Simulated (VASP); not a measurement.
Wanted: the native input for a VASP 6.6.1 run.

- Task: electric field gradients
- Functional: LDA
- Potentials or basis: VASP PAW LDA potentials, release 64 (Li_sv, Pb_d)
- Cutoff: 520 eV
- k mesh: 10 × 10 × 10
- Occupations: fermi-dirac, width 0.03 eV
- Spin: no spin polarisation
- Dipole correction: no
- Further INCAR settings: ALGO = Normal; EDIFF = 1e-08; NBANDS = 16

The structure of LiPb lies in POSCAR:

```
LiPb
1.0
    3.5220000000      0.0352200000      0.0352200000
    0.0352200000      3.5220000000      0.0352200000
    0.0352200000      0.0352200000      3.5220000000
Li Pb
1 1
Direct
    0.5000000000      0.5000000000      0.5000000000
    0.0000000000      0.0000000000      0.0000000000
```

This cell differs from its parent crystal: equal xy, yz and zx shear strains of +2 %.

The input as run:

INCAR

```
  PREC = Accurate
  ENCUT = 520
  EDIFF = 1E-8
  ISMEAR = -1
  SIGMA = 0.03
  LREAL = False
  LASPH = True
  NELM = 60
  ALGO = Normal
  ISIF = 2
  LWAVE = False
  LCHARG = False
  LEFG = True
  NBANDS = 16
```

KPOINTS

```
Automatic mesh
0
Gamma
  10 10 10
```

Potentials or basis: VASP PAW LDA potentials, release 64 (Li_sv, Pb_d).

Launch:

```sh
$ cat potpaw_LDA.64/Li_sv/POTCAR potpaw_LDA.64/Pb_d/POTCAR > POTCAR
$ mpirun -np 1 vasp_std > vasp.out
```

It took 55 s on 1 thread of Intel(R) Xeon(R) Platinum 8375C CPU @ 2.90GHz (Ice Lake), with other jobs on the host, peak memory 0.2 GiB.
